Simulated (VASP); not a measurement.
Set up this calculation in VASP 6.6.1, as the native input.

* Task: single point
* Functional: LDA
* Potentials or basis: VASP PAW LDA potentials, release 64 (Pb_d)
* Cutoff: 520 eV
* k mesh: 9 × 9 × 9
* Occupations: fermi-dirac, width 0.05 eV
* Spin: non-collinear spin, zero start, spin-orbit coupling
* Starting moments: [[0.0, 0.0, 0.0]] μB
* Dipole correction: no
* Further INCAR settings: ALGO = Fast; EDIFF = 1e-07; NBANDS = 25

The structure of Pb lies in POSCAR:

```
Pb
1.0
    0.0000000000      2.4244952108      2.4244952108
    2.4244952108      0.0000000000      2.4244952108
    2.4244952108      2.4244952108      0.0000000000
Pb
1
Direct
    0.0000000000      0.0000000000      0.0000000000
```

These files were run (other wordings do the same):

INCAR

```
SYSTEM = Pb
ALGO = Fast
EDIFF = 1E-7
ENCUT = 520
GGA = CA
GGA_COMPAT = .FALSE.
ISIF = 2
ISMEAR = -1
LASPH = .TRUE.
LCHARG = .FALSE.
LORBIT = 11
LORBMOM = .TRUE.
LREAL = .FALSE.
LSORBIT = .TRUE.
LWAVE = .FALSE.
MAGMOM = 0 0 0
NBANDS = 25
NELM = 150
PREC = Accurate
SIGMA = 0.05
```

KPOINTS

```
k-points
0
G
  9 9 9
  0 0 0
```

Potentials or basis: VASP PAW LDA potentials, release 64 (Pb_d).

Command:

```console
$ cat potpaw_LDA.64/Pb_d/POTCAR > POTCAR
$ mpirun -np 1 vasp_ncl > vasp.out
```

Results of the run:

```
Pressure                                              : 1.0 GPa
Net moment                                            : 0.00 μB per cell
Valence electrons inside the program's atomic spheres : Pb 12.01
```

Run time: 31 s on 1 thread of AMD EPYC 9R45 (Zen 5) (shared host), peak memory 0.19 GiB.
